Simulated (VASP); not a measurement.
Input of a VASP 6.6.1 run:

File INCAR:

```
SYSTEM = SnTe
PREC = Accurate
ENCUT = 520
EDIFF = 1E-6
ISMEAR = -1
SIGMA = 0.08
LREAL = .FALSE.
LASPH = .TRUE.
NELM = 80
ALGO = Normal
ISIF = 2
LWAVE = .FALSE.
LCHARG = .FALSE.
GGA = PE
NBANDS = 17
```

File KPOINTS:

```
Automatic mesh
0
G
  11 11 11
  0 0 0
```

File POSCAR:

```
SnTe
1.0
    0.0000000000      3.1029896626      3.1029896626
    3.1029896626      0.0000000000      3.1029896626
    3.1029896626      3.1029896626      0.0000000000
Sn Te
1 1
Direct
    0.0000000000      0.0000000000      0.0000000000
    0.5000000000      0.5000000000      0.5000000000
```

Potentials or basis: VASP PAW PBE potentials, release 64 (Sn_d, Te).

Launch:

```sh
$ cat potpaw_PBE.64/Sn_d/POTCAR potpaw_PBE.64/Te/POTCAR > POTCAR
$ mpirun -np 1 vasp_std > vasp.out
```

Q: What does it give for the pressure?

A: 4.8 GPa.

Caveat: the cell stands under pressure.
